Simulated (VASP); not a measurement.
Wanted: the native input for a VASP 6.6.1 run.

- Task: relaxation of cell and atoms
- Functional: PBE
- Potentials or basis: VASP PAW PBE potentials, release 64 (Br)
- Cutoff: 600 eV
- k mesh: 16 × 16 × 9
- Occupations: fermi-dirac, width 0.02 eV
- Spin: no spin polarisation
- Dipole correction: no
- Further INCAR settings: ALGO = Normal; EDIFF = 1e-07; IBRION = 2; EDIFFG = -0.01; NSW = 80; ISIF = 3

The structure of Br lies in POSCAR:

```
Br
1.0
    3.3300000000      0.0000000000      0.0000000000
   -1.6650000000      2.8838645946      0.0000000000
    0.0000000000      0.0000000000      5.4378900000
Br
2
Direct
    0.3333333333      0.6666666667      0.2500000000
    0.6666666667      0.3333333333      0.7500000000
```

The input as run:

INCAR

```
PREC = Accurate ; ENCUT = 600
EDIFF = 1E-7 ; ISMEAR = -1
SIGMA = 0.02 ; LREAL = False
LASPH = True ; NELM = 60
ALGO = Normal ; ISIF = 3
LWAVE = False ; LCHARG = False
GGA = PE ; IBRION = 2
NSW = 80 ; EDIFFG = -0.01
```

KPOINTS

```
regular mesh
0
Gamma
  16 16 9
```

Potentials or basis: VASP PAW PBE potentials, release 64 (Br).

The run is started by

```sh
$ cat potpaw_PBE.64/Br/POTCAR > POTCAR
$ mpirun -np 1 vasp_std > vasp.out
```

It gave:

```yaml
Relaxed_volume: 34.47 Å³/atom
Relaxed_cell: a = 3.025 Å, b = 3.025 Å, c = 8.700 Å, α = 90.00°, β = 90.00°, γ = 120.00°
Space_group_after_relaxing_to_0.1_Å: P6_3/mmc (No. 194)
Energy_gained_by_relaxing: 282.4 meV/atom
Ionic_steps: 22
Pressure_after_relaxing: 0.0 GPa
Band_gap_on_the_k_mesh: zero (bands 7 and 8 overlap by 2.88 eV)
```

Caveat: the volume moved by over 15 % at a fixed basis, so the end points are rough; this functional lacks dispersion, which binds layers or chains, so the pressure and a relaxed spacing across them are unreliable.

Wall time 18 min on 1 thread of AMD EPYC 7R13 Processor (Zen 3), on a shared host, peak memory 0.23 GiB.
